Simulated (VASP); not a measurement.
# NiO (Fm-3m) in VASP: further runs

NiO is run at these levels: PBE; tasks: single point.

Program: VASP 6.6.1. These are calculated values, not measurements. Logs are shortened: lines on timing, memory, paths and dates and some standing lists are left out, and cuts for length are marked.

## Step 1: The cell of the first run

The structure is cubic, space group Fm-3m (No. 225). Conventional cell: a = 4.028 Å, b = 4.028 Å, c = 4.028 Å, α = 90.00°, β = 90.00°, γ = 90.00°. Within 2.7 Å of Ni (site symmetry m-3m) lie 6 O at 2.01 Å. Within 2.7 Å of O (site symmetry m-3m) lie 6 Ni at 2.01 Å.

## Step 2: Single point, PBE, collinear spin, ferromagnetic start

INCAR reads:

```
PREC = Accurate ; ENCUT = 520
EDIFF = 1E-6 ; ISMEAR = -1
SIGMA = 0.05 ; LREAL = False
LASPH = True ; NELM = 150
ALGO = Normal ; ISIF = 2
LWAVE = False ; LCHARG = False
ISPIN = 2 ; MAGMOM = 1 0
LORBIT = 11 ; LMAXMIX = 4
GGA = PE ; NBANDS = 19
```

KPOINTS reads:

```
Automatic mesh
0
Gamma
  11 11 11
```

POSCAR reads:

```
NiO
1.0
    0.0000000000      2.0141198123      2.0141198123
    2.0141198123      0.0000000000      2.0141198123
    2.0141198123      2.0141198123      0.0000000000
Ni O
1 1
Direct
    0.0000000000      0.0000000000      0.0000000000
    0.5000000000      0.5000000000      0.5000000000
```

Potentials or basis: VASP PAW PBE potentials, release 64 (Ni, O).

Launch:

```
$ cat potpaw_PBE.64/Ni/POTCAR potpaw_PBE.64/O/POTCAR > POTCAR
$ mpirun -np 1 vasp_std > vasp.out
```

OUTCAR:

```text
PREC = Accurate
   ENCUT = 520
   EDIFF = 1E-6
   ISMEAR = -1
   LREAL = False
   LASPH = True
   NELM = 150
   ISIF = 2
   ISPIN = 2
   LORBIT = 11
   GGA = PE

 ion  position               nearest neighbor table
   1  0.000  0.000  0.000-   2 2.01   2 2.01   2 2.01   2 2.01   2 2.01   2 2.01
   2  0.500  0.500  0.500-   1 2.01   1 2.01   1 2.01   1 2.01   1 2.01   1 2.01

  LATTYP: Found a face centered cubic cell.
 ALAT       =     4.0282396246

  Lattice vectors:

 A1 = (   0.0000000000,   2.0141198123,   2.0141198123)
 A2 = (   2.0141198123,   0.0000000000,   2.0141198123)
 A3 = (   2.0141198123,   2.0141198123,   0.0000000000)

Analysis of symmetry for initial positions (statically):
=====================================================================
 Subroutine PRICEL returns:
 Original cell was already a primitive cell.

 Routine SETGRP: Setting up the symmetry group for a
 face centered cubic supercell.

 Subroutine GETGRP returns: Found 48 space group operations
 (whereof 48 operations were pure point group operations)
 out of a pool of 48 trial point group operations.

The static configuration has the point symmetry O_h .

Analysis of symmetry for dynamics (positions and initial velocities):
=====================================================================
 Subroutine PRICEL returns:
 Original cell was already a primitive cell.

 Routine SETGRP: Setting up the symmetry group for a
 face centered cubic supercell.

 Subroutine GETGRP returns: Found 48 space group operations
 (whereof 48 operations were pure point group operations)
 out of a pool of 48 trial point group operations.

The dynamic configuration has the point symmetry O_h .

Analysis of structural, dynamic, and magnetic symmetry:
=====================================================================
 Subroutine PRICEL returns:
 Original cell was already a primitive cell.

 Routine SETGRP: Setting up the symmetry group for a
 face centered cubic supercell.

 Subroutine GETGRP returns: Found 48 space group operations
 (whereof 48 operations were pure point group operations)
 out of a pool of 48 trial point group operations.

The overall configuration has the point symmetry O_h .

 Subroutine INISYM returns: Found 48 space group operations
 (whereof 48 operations are pure point group operations),
 and found     1 'primitive' translations

----------------------------------------------------------------------------------------

                                     Primitive cell

  volume of cell :      16.3413

  direct lattice vectors                    reciprocal lattice vectors
     0.000000000  2.014119812  2.014119812    -0.248247397  0.248247397  0.248247397
     2.014119812  0.000000000  2.014119812     0.248247397 -0.248247397  0.248247397
     2.014119812  2.014119812  0.000000000     0.248247397  0.248247397 -0.248247397

  length of vectors
     2.848395555  2.848395555  2.848395555     0.429977104  0.429977104  0.429977104

  position of ions in fractional coordinates (direct lattice)
     0.000000000  0.000000000  0.000000000
     0.500000000  0.500000000  0.500000000

  ion indices of the primitive-cell ions
   primitive index   ion index
                 1           1
                 2           2

----------------------------------------------------------------------------------------

 KPOINTS: Automatic mesh

Automatic generation of k-mesh.
 Grid dimensions read from file:
 generate k-points for:   11   11   11

 Generating k-lattice:

  Cartesian coordinates                     Fractional coordinates (reciprocal lattice)
    -0.022567945  0.022567945  0.022567945     0.090909091  0.000000000  0.000000000
     0.022567945 -0.022567945  0.022567945     0.000000000  0.090909091  0.000000000
     0.022567945  0.022567945 -0.022567945     0.000000000  0.000000000  0.090909091

  Length of vectors
     0.039088828  0.039088828  0.039088828

  Shift w.r.t. Gamma in fractional coordinates (k-lattice)
     0.000000000  0.000000000  0.000000000

 Subroutine IBZKPT returns following result:
 ===========================================

 Found     56 irreducible k-points:

 Following reciprocal coordinates:
            Coordinates               Weight
  0.000000  0.000000  0.000000      1.000000
  0.090909  0.000000  0.000000      8.000000
  0.181818  0.000000  0.000000      8.000000
  0.272727  0.000000  0.000000      8.000000
  0.363636  0.000000  0.000000      8.000000
  0.454545  0.000000  0.000000      8.000000
[... 16 lines left out ...]
 -0.272727  0.181818  0.000000     24.000000
 -0.181818  0.181818  0.000000     12.000000
 [... further k-points ...]
   k-points           NKPTS =     56   k-points in BZ     NKDIM =     56   number of bands    NBANDS=     19
   number of dos      NEDOS =    301   number of ions     NIONS =      2
   total plane-waves  NPLWV =  13824
   dimension x,y,z NGX =    24 NGY =   24 NGZ =   24
   dimension x,y,z NGXF=    48 NGYF=   48 NGZF=   48
   ions per type =               1   1
   NGX,Y,Z   is equivalent  to a cutoff of  14.01, 14.01, 14.01 a.u.
   NGXF,Y,Z  is equivalent  to a cutoff of  28.02, 28.02, 28.02 a.u.
 SYSTEM =  unknown system
   PREC   = accura    normal or accurate (medium, high low for compatibility)
   ISTART =      0    job   : 0-new  1-cont  2-samecut
   ICHARG =      2    charge: 1-file 2-atom 10-const
   ISPIN  =      2    spin polarized calculation?
   LNONCOLLINEAR =      F non collinear calculations
   LSORBIT =      F    spin-orbit coupling
   LASPH  =      T    aspherical Exc in radial PAW
   ENCUT  =  520.0 eV  38.22 Ry    6.18 a.u.   5.30  5.30  5.30*2*pi/ulx,y,z
   NELM   =    150;   NELMIN=  2; NELMDL= -5     # of ELM steps
   EDIFF  = 0.1E-05   stopping-criterion for ELM
   LREAL  =      F    real-space projection
   EDIFFG = 0.1E-04   stopping-criterion for IOM
   NSW    =      0    number of steps for IOM
   IBRION =     -1    ionic relax: 0-MD 1-quasi-New 2-CG
   NFREE  =      0    steps in history (QN), initial steepest desc. (CG)
   ISIF   =      2    stress and relaxation
   ISYM   =      2    0-nonsym 1-usesym 2-fastsym
   POTIM  = 0.5000    time-step for ionic-motion
   TEBEG  =    0.0;   TEEND  =   0.0 temperature during run
   PSTRESS=    0.0 pullay stress
   NELECT =      16.0000    total number of electrons
   NUPDOWN=      -1.0000    fix difference up-down
   EMIN   =  10.00;   EMAX   =-10.00  energy-range for DOS
   EFERMI =   0.00;   METHOD = LEGACY
   ISMEAR =    -1;   SIGMA  =   0.05  broadening in eV -4-tet -1-fermi 0-gaus
   EFERMI_NEDOS =   21; number of points for ismear=-14 and -15
   IALGO  =     38    algorithm
   IMIX   =      4    mixing-type and parameters
     AMIX     =   0.40;   BMIX     =  1.00
     AMIX_MAG =   1.60;   BMIX_MAG =  1.00
  volume/ion in A,a.u.               =       8.17        55.14
  Fermi-wavevector in a.u.,A,eV,Ry     =   1.625622  3.071980 35.955387  2.642646
  Thomas-Fermi vector in A             =   2.718715
   LORBIT       =     11    0 simple, 1 ext, 2 COOP (PROOUT), +10 PAW based schemes
   GGA     = PE    functional components
   LHFCALC =     F    Hartree Fock is set to
   AEXX    =    0.0000 exact exchange contribution
   IVDW    =     0    specifies the selected vdW correction
   LEPSILON=     F    determine dielectric tensor
   LRPA    =     F    only Hartree local field effects (RPA)
 spin polarized calculation
  energy-cutoff  :      520.00
  volume of cell :       16.34
 maximum number of plane-waves:       459
 NGX is ok and might be reduce to    24
   NGX = 11   NGY = 11   NGZ = 11

 number of electron      16.0000008 magnetization       0.6296579

 Free energy of the ion-electron system (eV)
  ---------------------------------------------------
  ext. energy  EPLUGINS =         0.00000000
  ---------------------------------------------------
  free energy    TOTEN  =       -11.27272026 eV

  energy without entropy =      -11.25668998  energy(sigma->0) =      -11.26470512

 E-fermi :   9.6097     XC(G=0): -13.3336

 val. band max:        9.5982000200   @ k =   0.3636   0.1818   0.0000
 cond. band min:       9.6144065615   @ k =  -0.4545   0.4545   0.0909
 fundamental gap:      0.0162065415
 Fermi energy:         9.6097065291

 spin component 1

 k-point     1 :       0.0000    0.0000    0.0000
  band No.  band energies     occupation
      1     -11.9852      1.00000
      2       5.9797      1.00000
      3       5.9797      1.00000
      4       5.9797      1.00000
      5       7.1393      1.00000
      6       7.1393      1.00000
[... 11 lines left out ...]
     18      37.1191      0.00000
     19      37.1191      0.00000
[... 485 lines left out ...]
 k-point    24 :      -0.1818    0.1818    0.0000
  band No.  band energies     occupation
      1     -10.9909      1.00000
      2       2.1909      1.00000
      3       3.6845      1.00000
      4       4.0765      1.00000
      5       7.5682      1.00000
      6       7.8257      1.00000
[... 11 lines left out ...]
     18      42.3924      0.00000
     19      43.6551      0.00000

 [... further k-points ...]

 spin component 2

 k-point     1 :       0.0000    0.0000    0.0000
  band No.  band energies     occupation
      1     -11.8603      1.00000
      2       6.1243      1.00000
      3       6.1243      1.00000
      4       6.1243      1.00000
      5       7.4429      1.00000
      6       7.4429      1.00000
[... 11 lines left out ...]
     18      37.3571      0.00000
     19      37.3571      0.00000
[... 485 lines left out ...]
 k-point    24 :      -0.1818    0.1818    0.0000
  band No.  band energies     occupation
      1     -10.8586      1.00000
      2       2.3698      1.00000
      3       4.0601      1.00000
      4       4.2320      1.00000
      5       7.8838      1.00000
      6       8.4360      1.00000
[... 11 lines left out ...]
     18      42.5528      0.00000
     19      43.7626      0.00000

 [... further k-points ...]

------------------------ aborting loop because EDIFF is reached ----------------------------------------

  FORCE on cell =-STRESS in cart. coord.  units (eV):
  Direction    XX          YY          ZZ          XY          YZ          ZX
  --------------------------------------------------------------------------------------
  -------------------------------------------------------------------------------------
  Total        2.6364078      2.6364078      2.6364078      0.0000000      0.0000000     -0.0000000
  in kB      258.4861462    258.4861462    258.4861462      0.0000000      0.0000000     -0.0000000
  external PRESSURE =     258.4861462 kB  Pullay stress =       0.0000000 kB

 VOLUME and BASIS-vectors are now :
 -----------------------------------------------------------------------------
  energy-cutoff  :      520.00
  volume of cell :       16.34
      direct lattice vectors                 reciprocal lattice vectors
     0.000000000  2.014119812  2.014119812    -0.248247397  0.248247397  0.248247397
     2.014119812  0.000000000  2.014119812     0.248247397 -0.248247397  0.248247397
     2.014119812  2.014119812  0.000000000     0.248247397  0.248247397 -0.248247397

 POSITION                                       TOTAL-FORCE (eV/Angst)
 -----------------------------------------------------------------------------------
      0.00000      0.00000      0.00000         0.000000     -0.000000      0.000000
      2.01412      2.01412      2.01412        -0.000000      0.000000     -0.000000
 -----------------------------------------------------------------------------------
    total drift:                                0.000000     -0.000000     -0.000000

  FREE ENERGIE OF THE ION-ELECTRON SYSTEM (eV)
  ---------------------------------------------------
  free  energy   TOTEN  =       -11.2727202565 eV

  energy  without entropy=      -11.2566899804  energy(sigma->0) =      -11.26470512

 total charge

# of ion       s       p       d       tot
------------------------------------------
    1        0.367   0.484   8.410   9.261
    2        1.570   3.436   0.000   5.006
--------------------------------------------------
tot          1.937   3.920   8.410  14.267

 magnetization (x)

# of ion       s       p       d       tot
------------------------------------------
    1        0.008   0.008   0.527   0.542
    2        0.014   0.059   0.000   0.073
--------------------------------------------------
tot          0.021   0.067   0.527   0.615
```

Wall time 34 s (1 thread of Intel Xeon Platinum 8259CL at 2.50GHz (Skylake/Cascade Lake), shared host); peak memory 0.16 GiB.

What came out:

```
Free energy                                           : -11.2727 eV
Pressure                                              : 25.8 GPa
Net moment                                            : 0.63 μB per cell
Site moments                                          : Ni +0.54; O +0.07 μB
Valence electrons inside the program's atomic spheres : Ni 9.26; O 5.01
```

Caveat: a cell with one magnetic atom can't hold antiferromagnetic order, which such compounds often take; semilocal functionals often make such compounds metallic where correlation or magnetic order opens a gap, which also shifts bond lengths. With open d or f shells a metallic result of PBE can be an artefact of self-interaction; +U or a hybrid may open a gap.

## Step 3: Single point, PBE, collinear spin, ferromagnetic start

This run uses another cell than the first one, of 8.48 Å³/atom, 1.038 times its volume.

INCAR reads:

```
  ALGO = Normal
  EDIFF = 1E-7
  ENCUT = 520
  GGA = PE
  ISIF = 2
  ISMEAR = -1
  ISPIN = 2
  LASPH = T
  LCHARG = T
  LELF = T
  LMAXMIX = 4
  LORBIT = 11
  LREAL = F
  LVHAR = T
  LWAVE = F
  MAGMOM = 1 0
  NBANDS = 19
  NELM = 150
  PREC = Accurate
  SIGMA = 0.05
```

KPOINTS reads:

```
k-points
0
Gamma
  11 11 11
```

POSCAR reads:

```
NiO
1.0
    0.0000000000      2.0395312799      2.0395312799
    2.0395312799      0.0000000000      2.0395312799
    2.0395312799      2.0395312799      0.0000000000
Ni O
1 1
Direct
    0.0000000000      0.0000000000      0.0000000000
    0.5000000000      0.5000000000      0.5000000000
```

Potentials or basis: VASP PAW PBE potentials, release 64 (Ni, O).

Launch:

```
$ cat potpaw_PBE.64/Ni/POTCAR potpaw_PBE.64/O/POTCAR > POTCAR
$ mpirun -np 1 vasp_std > vasp.out
```

It took 32 s on 1 thread of Intel Xeon Platinum 8259CL at 2.50GHz (Skylake/Cascade Lake), shared host; peak memory 0.16 GiB.

It converged, with:

```
Free energy                                           : -11.3845 eV
Pressure                                              : 19.5 GPa
Net moment                                            : 1.42 μB per cell
Site moments                                          : Ni +1.19; O +0.20 μB
Valence electrons inside the program's atomic spheres : Ni 9.14; O 5.01
```

Levels at points of the mesh, in eV from the Fermi level:
Spin up:
| k point | band 5 | band 6 | band 7 | band 8 | band 9 | band 10 | band 11 | band 12 | band 13 | band 14 |
| --- | --- | --- | --- | --- | --- | --- | --- | --- | --- | --- |
| (0.00, 0.00, 0.00) | -3.06 | -3.06 | -2.78 | -2.78 | -2.78 | 1.84 | 17.94 | 19.39 | 19.39 | 19.39 |
Spin down:
```tsv
k point	band 5	band 6	band 7	band 8	band 9	band 10
(0.00, 0.00, 0.00)	-2.11	-2.11	-2.11	-1.00	-0.99	2.12
```

Caveat: a cell with one magnetic atom can't hold antiferromagnetic order, which such compounds often take; semilocal functionals often make such compounds metallic where correlation or magnetic order opens a gap, which also shifts bond lengths. With open d or f shells a metallic result of PBE can be an artefact of self-interaction; +U or a hybrid may open a gap.

[end of part 1 of 2]
